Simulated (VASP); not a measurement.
A run of VASP 6.6.1:

File INCAR:

```
SYSTEM = Ti12H
ALGO = Normal
DIPOL = 0.5 0.5 0.319
EDIFF = 1E-6
ENCUT = 400
GGA = PE
GGA_COMPAT = .False.
IDIPOL = 3
ISIF = 2
ISMEAR = 0
LASPH = .True.
LCHARG = .True.
LDIPOL = .True.
LELF = .True.
LREAL = .False.
LVACPOTAV = .True.
LVHAR = .True.
LWAVE = .False.
NBANDS = 84
NELM = 120
NELMDL = -8
PREC = Accurate
SIGMA = 0.1
```

File KPOINTS:

```
k-points
0
Gamma
  5 5 1
  0 0 0
```

Contents of POSCAR:

```
Ti12H
1.0
    5.8150893848      0.0000000000      0.0000000000
    0.0000000000      5.8150893848      0.0000000000
    0.0000000000      0.0000000000     19.3059824399
Ti H
12 1
Direct
    0.2500000000      0.2500000000      0.2071896632
    0.2500000000      0.7500000000      0.2071896632
    0.7500000000      0.2500000000      0.2071896632
    0.7500000000      0.7500000000      0.2071896632
    0.0000000000      0.0000000000      0.3057583539
    0.0000000000      0.5000000000      0.3057583539
    0.5000000000      0.0000000000      0.3057583539
    0.5000000000      0.5000000000      0.3057583539
    0.2500000000      0.2500000000      0.4043297182
    0.2500000000      0.7500000000      0.4043297182
    0.7500000000      0.2500000000      0.4043297182
    0.7500000000      0.7500000000      0.4043297182
    0.3333333333      0.4166666667      0.4809628126
```

Potentials or basis: VASP PAW PBE potentials, release 64 (Ti_sv, H).

Command:

```bash
$ cat potpaw_PBE.64/Ti_sv/POTCAR potpaw_PBE.64/H/POTCAR > POTCAR
$ mpirun -np 1 vasp_std > vasp.out
```

Hardware: 1 thread of Intel(R) Xeon(R) Platinum 8259CL CPU @ 2.50GHz (Skylake/Cascade Lake), on a shared host.

**Question.** Estimate the wall time of this run.

**Answer.** Wall time 35 min on 1 thread of Intel(R) Xeon(R) Platinum 8259CL CPU @ 2.50GHz (Skylake/Cascade Lake), with other jobs on the host, peak memory 0.68 GiB. Counts: scf iterations 41, k points 13.
